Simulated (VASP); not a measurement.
# Ga3AsP2 (I-4m2) in VASP: single point with PBE

Aim: the single point of Ga3AsP2 with PBE.

Everything below comes from runs of VASP 6.6.1. Logs are shortened: lines on timing, memory, paths and dates and some standing lists are left out, and cuts for length are marked.

**1. The cell of the first run**

It takes space group I-4m2 (No. 119, tetragonal). The conventional cell has a = 3.947 Å, b = 3.947 Å, c = 16.766 Å, α = 90.00°, β = 90.00°, γ = 90.00°. Ga (site symmetry -4m2) has 4 P at 2.40 Å within 3.2 Å. Within 3.2 Å of Ga (site symmetry 2mm) lie 2 P at 2.40 Å and 2 As at 2.46 Å. P (site symmetry 2mm) has 4 Ga at 2.40 Å within 3.2 Å. Within 3.2 Å of As (site symmetry -4m2) lie 4 Ga at 2.46 Å.

**2. Single point, PBE**

Contents of INCAR:

```
PREC = Accurate
ENCUT = 520
EDIFF = 1E-6
ISMEAR = 0
SIGMA = 0.02
LREAL = False
LASPH = True
NELM = 100
ALGO = Normal
ISIF = 2
LWAVE = False
LCHARG = False
GGA = PE
NBANDS = 36
```

Contents of KPOINTS:

```
regular mesh
0
Gamma
  10 10 10
```

Contents of POSCAR:

```
Ga3AsP2
1.0
   -1.9735282000      1.9735282000      8.3829168000
    1.9735282000     -1.9735282000      8.3829168000
    1.9735282000      1.9735282000     -8.3829168000
Ga P As
3 2 1
Direct
    0.0000000000      0.0000000000      0.0000000000
    0.6625270000      0.6625270000      0.0000000000
    0.3374730000      0.3374730000      0.0000000000
    0.5813000000      0.0813000000      0.5000000000
    0.9187000000      0.4187000000      0.5000000000
    0.2500000000      0.7500000000      0.5000000000
```

Potentials or basis: VASP PAW PBE potentials, release 64 (Ga_d, P, As).

Launch:

```bash
$ cat potpaw_PBE.64/Ga_d/POTCAR potpaw_PBE.64/P/POTCAR potpaw_PBE.64/As/POTCAR > POTCAR
$ mpirun -np 1 vasp_std > vasp.out
```

OUTCAR:

```text
PREC = Accurate
   ENCUT = 520
   EDIFF = 1E-6
   ISMEAR = 0
   LREAL = False
   LASPH = True
   NELM = 100
   ISIF = 2
   GGA = PE

 ion  position               nearest neighbor table
   1  0.000  0.000  0.000-   5 2.40   4 2.40   4 2.40   5 2.40
   2  0.663  0.663  0.000-   4 2.40   4 2.40   6 2.46   6 2.46
   3  0.337  0.337  0.000-   5 2.40   5 2.40   6 2.46   6 2.46
   4  0.581  0.081  0.500-   2 2.40   2 2.40   1 2.40   1 2.40
   5  0.919  0.419  0.500-   3 2.40   3 2.40   1 2.40   1 2.40
   6  0.250  0.750  0.500-   2 2.46   3 2.46   3 2.46   2 2.46

  LATTYP: Found a body centered tetragonal cell.
 ALAT       =     3.9470564000
 C/A-ratio  =     4.2476802713

  Lattice vectors:

 A1 = (  -1.9735282000,   1.9735282000,   8.3829168000)
 A2 = (   1.9735282000,  -1.9735282000,   8.3829168000)
 A3 = (   1.9735282000,   1.9735282000,  -8.3829168000)

Analysis of symmetry for initial positions (statically):
=====================================================================
 Subroutine PRICEL returns:
 Original cell was already a primitive cell.

 Routine SETGRP: Setting up the symmetry group for a
 body centered tetragonal supercell.

 Subroutine GETGRP returns: Found  8 space group operations
 (whereof  8 operations were pure point group operations)
 out of a pool of 16 trial point group operations.

The static configuration has the point symmetry D_2d.

Analysis of symmetry for dynamics (positions and initial velocities):
=====================================================================
 Subroutine PRICEL returns:
 Original cell was already a primitive cell.

 Routine SETGRP: Setting up the symmetry group for a
 body centered tetragonal supercell.

 Subroutine GETGRP returns: Found  8 space group operations
 (whereof  8 operations were pure point group operations)
 out of a pool of 16 trial point group operations.

The dynamic configuration has the point symmetry D_2d.

 Subroutine INISYM returns: Found  8 space group operations
 (whereof  8 operations are pure point group operations),
 and found     1 'primitive' translations

----------------------------------------------------------------------------------------

                                     Primitive cell

  volume of cell :     130.5996

  direct lattice vectors                    reciprocal lattice vectors
    -1.973528200  1.973528200  8.382916800     0.000000000  0.253353360  0.059645111
     1.973528200 -1.973528200  8.382916800     0.253353360  0.000000000  0.059645111
     1.973528200  1.973528200 -8.382916800     0.253353360  0.253353360  0.000000000

  length of vectors
     8.835322359  8.835322359  8.835322359     0.260279588  0.260279588  0.358295757

  position of ions in fractional coordinates (direct lattice)
     0.000000000  0.000000000  0.000000000
     0.662527000  0.662527000  0.000000000
     0.337473000  0.337473000  0.000000000
     0.581300000  0.081300000  0.500000000
     0.918700000  0.418700000  0.500000000
     0.250000000  0.750000000  0.500000000

  ion indices of the primitive-cell ions
   primitive index   ion index
                 1           1
                 2           2
                 3           3
                 4           4
                 5           5
                 6           6

----------------------------------------------------------------------------------------

 KPOINTS: regular mesh

Automatic generation of k-mesh.
 Grid dimensions read from file:
 generate k-points for:   10   10   10

 Generating k-lattice:

  Cartesian coordinates                     Fractional coordinates (reciprocal lattice)
     0.000000000  0.025335336  0.005964511     0.100000000  0.000000000 -0.000000000
     0.025335336  0.000000000  0.005964511     0.000000000  0.100000000 -0.000000000
     0.025335336  0.025335336  0.000000000     0.000000000  0.000000000  0.100000000

  Length of vectors
     0.026027959  0.026027959  0.035829576

  Shift w.r.t. Gamma in fractional coordinates (k-lattice)
     0.000000000  0.000000000  0.000000000

 Subroutine IBZKPT returns following result:
 ===========================================

 Found    102 irreducible k-points:

 Following reciprocal coordinates:
            Coordinates               Weight
  0.000000  0.000000  0.000000      1.000000
  0.100000  0.000000 -0.000000      8.000000
  0.200000  0.000000 -0.000000      8.000000
  0.300000  0.000000  0.000000      8.000000
  0.400000  0.000000 -0.000000      8.000000
  0.500000 -0.000000  0.000000      4.000000
[... 16 lines left out ...]
  0.300000  0.300000 -0.000000      8.000000
  0.400000  0.300000 -0.000000     16.000000
 [... further k-points ...]
   k-points           NKPTS =    102   k-points in BZ     NKDIM =    102   number of bands    NBANDS=     36
   number of dos      NEDOS =    301   number of ions     NIONS =      6
   total plane-waves  NPLWV = 343000
   dimension x,y,z NGX =    70 NGY =   70 NGZ =   70
   dimension x,y,z NGXF=   140 NGYF=  140 NGZF=  140
   ions per type =               3   2   1
   NGX,Y,Z   is equivalent  to a cutoff of  13.17, 13.17, 13.17 a.u.
   NGXF,Y,Z  is equivalent  to a cutoff of  26.34, 26.34, 26.34 a.u.
 SYSTEM =  unknown system
   PREC   = accura    normal or accurate (medium, high low for compatibility)
   ISTART =      0    job   : 0-new  1-cont  2-samecut
   ICHARG =      2    charge: 1-file 2-atom 10-const
   ISPIN  =      1    spin polarized calculation?
   LNONCOLLINEAR =      F non collinear calculations
   LSORBIT =      F    spin-orbit coupling
   LASPH  =      T    aspherical Exc in radial PAW
   ENCUT  =  520.0 eV  38.22 Ry    6.18 a.u.  16.43 16.43 16.43*2*pi/ulx,y,z
   NELM   =    100;   NELMIN=  2; NELMDL= -5     # of ELM steps
   EDIFF  = 0.1E-05   stopping-criterion for ELM
   LREAL  =      F    real-space projection
[... 7 lines left out ...]
   TEBEG  =    0.0;   TEEND  =   0.0 temperature during run
   PSTRESS=    0.0 pullay stress
   NELECT =      54.0000    total number of electrons
   NUPDOWN=      -1.0000    fix difference up-down
   EMIN   =  10.00;   EMAX   =-10.00  energy-range for DOS
   EFERMI =   0.00;   METHOD = LEGACY
   ISMEAR =     0;   SIGMA  =   0.02  broadening in eV -4-tet -1-fermi 0-gaus
   EFERMI_NEDOS =   21; number of points for ismear=-14 and -15
   IALGO  =     38    algorithm
   IMIX   =      4    mixing-type and parameters
     AMIX     =   0.40;   BMIX     =  1.00
     AMIX_MAG =   1.60;   BMIX_MAG =  1.00
  volume/ion in A,a.u.               =      21.77       146.89
  Fermi-wavevector in a.u.,A,eV,Ry     =   1.219623  2.304753 20.238386  1.487479
  Thomas-Fermi vector in A             =   2.354868
   LORBIT       =      0    0 simple, 1 ext, 2 COOP (PROOUT), +10 PAW based schemes
   GGA     = PE    functional components
   LHFCALC =     F    Hartree Fock is set to
   AEXX    =    0.0000 exact exchange contribution
   IVDW    =     0    specifies the selected vdW correction
   LEPSILON=     F    determine dielectric tensor
   LRPA    =     F    only Hartree local field effects (RPA)
 non-spin polarized calculation
 Gauss-broadening in eV      SIGMA  =   0.02
  energy-cutoff  :      520.00
  volume of cell :      130.60
 maximum number of plane-waves:      3567
 NGX is ok and might be reduce to    70
   NGX = 33   NGY = 33   NGZ = 33

 number of electron      53.9999997 magnetization

 Free energy of the ion-electron system (eV)
  ---------------------------------------------------
  ext. energy  EPLUGINS =         0.00000000
  ---------------------------------------------------
  free energy    TOTEN  =       -26.48358912 eV

  energy without entropy =      -26.48358912  energy(sigma->0) =      -26.48358912

 E-fermi :   4.2085     XC(G=0):  -9.5913

 val. band max:        4.0894621634   @ k =   0.0000   0.0000   0.0000
 cond. band min:       5.1310350798   @ k =   0.0000   0.0000   0.0000
 fundamental gap:      1.0415729165
 Fermi energy:         4.2085477665

 k-point     1 :       0.0000    0.0000    0.0000
  band No.  band energies     occupation
      1     -10.6273      2.00000
      2     -10.6022      2.00000
      3     -10.5432      2.00000
      4     -10.5432      2.00000
      5     -10.5318      2.00000
      6     -10.4957      2.00000
[... 28 lines left out ...]
     35       7.9717      0.00000
     36      11.9942      0.00000

 k-point     2 :       0.1000    0.0000   -0.0000
  band No.  band energies     occupation
      1     -10.6259      2.00000
      2     -10.6007      2.00000
      3     -10.5476      2.00000
      4     -10.5422      2.00000
      5     -10.5297      2.00000
      6     -10.4992      2.00000
[... 28 lines left out ...]
     35       8.3114      0.00000
     36      10.8619      0.00000

 k-point     3 :       0.2000    0.0000   -0.0000
  band No.  band energies     occupation
      1     -10.6226      2.00000
      2     -10.5983      2.00000
      3     -10.5593      2.00000
      4     -10.5396      2.00000
      5     -10.5242      2.00000
      6     -10.5061      2.00000
[... 28 lines left out ...]
     35       9.1447      0.00000
     36       9.9238      0.00000
[... 742 lines left out ...]
 k-point    23 :       0.3000    0.3000   -0.0000
  band No.  band energies     occupation
      1     -10.6239      2.00000
      2     -10.6104      2.00000
      3     -10.6003      2.00000
      4     -10.5235      2.00000
      5     -10.5058      2.00000
      6     -10.5017      2.00000
[... 28 lines left out ...]
     35       9.9546      0.00000
     36      10.4806      0.00000

 k-point    24 :       0.4000    0.3000   -0.0000
  band No.  band energies     occupation
      1     -10.6273      2.00000
      2     -10.6189      2.00000
      3     -10.6071      2.00000
      4     -10.5177      2.00000
      5     -10.5039      2.00000
      6     -10.4982      2.00000
[... 28 lines left out ...]
     35      10.2359      0.00000
     36      10.8944      0.00000

 [... further k-points ...]

------------------------ aborting loop because EDIFF is reached ----------------------------------------

  FORCE on cell =-STRESS in cart. coord.  units (eV):
  Direction    XX          YY          ZZ          XY          YZ          ZX
  --------------------------------------------------------------------------------------
  -------------------------------------------------------------------------------------
  Total        0.0725809      0.0725809      0.0465749      0.0000000      0.0000000      0.0000000
  in kB        0.8904117      0.8904117      0.5713740      0.0000000      0.0000000      0.0000000
  external PRESSURE =       0.7840658 kB  Pullay stress =       0.0000000 kB

 VOLUME and BASIS-vectors are now :
 -----------------------------------------------------------------------------
  energy-cutoff  :      520.00
  volume of cell :      130.60
      direct lattice vectors                 reciprocal lattice vectors
    -1.973528200  1.973528200  8.382916800     0.000000000  0.253353360  0.059645111
     1.973528200 -1.973528200  8.382916800     0.253353360  0.000000000  0.059645111
     1.973528200  1.973528200 -8.382916800     0.253353360  0.253353360  0.000000000

 POSITION                                       TOTAL-FORCE (eV/Angst)
 -----------------------------------------------------------------------------------
      0.00000      0.00000      0.00000        -0.000000      0.000000     -0.000000
      0.00000      0.00000     11.10782        -0.000000     -0.000000     -0.015232
      0.00000      0.00000      5.65802         0.000000      0.000000      0.015232
      0.00000      1.97353      1.36306         0.000000     -0.000000     -0.000275
     -0.00000      1.97353      7.01985         0.000000     -0.000000      0.000275
      1.97353      0.00000      4.19146        -0.000000      0.000000     -0.000000
 -----------------------------------------------------------------------------------
    total drift:                                0.000002     -0.000002     -0.000000

  FREE ENERGIE OF THE ION-ELECTRON SYSTEM (eV)
  ---------------------------------------------------
  free  energy   TOTEN  =       -26.4835891195 eV

  energy  without entropy=      -26.4835891195  energy(sigma->0) =      -26.48358912
```

Wall time 35 min (1 thread of Intel Xeon Platinum 8259CL at 2.50GHz (Skylake/Cascade Lake), shared host); peak memory 0.97 GiB.

What came out:

```
Free energy            : -26.4836 eV
Pressure               : 0.1 GPa
Largest force          : 0.015 eV/Å
Band gap on the k mesh : 1.04 eV
```

Forces in eV/Å, atoms in the order of the input:
```
Ga   0.000  0.000  0.000
Ga   0.000  0.000 -0.015
Ga   0.000  0.000  0.015
P    0.000  0.000  0.000
P    0.000  0.000  0.000
As   0.000  0.000  0.000
```

Levels at points of the mesh, in eV from the valence-band top:
```
           k point  band 24  band 25  band 26  band 27  band 28  band 29  band 30  band 31
(0.00, 0.00, 0.00)    -2.00    -0.05     0.00     0.00     1.04     1.60     1.76     2.73
(0.50, 0.00, 0.00)    -1.37    -1.34    -1.12    -0.74     1.29     2.53     2.77     4.54
(0.50, 0.50, 0.00)    -3.15    -3.12    -2.59    -2.58     1.60     1.75     3.39     3.40
(0.50, 0.50, 0.50)    -1.16    -1.16    -0.77    -0.77     1.62     1.68     2.43     2.91
```
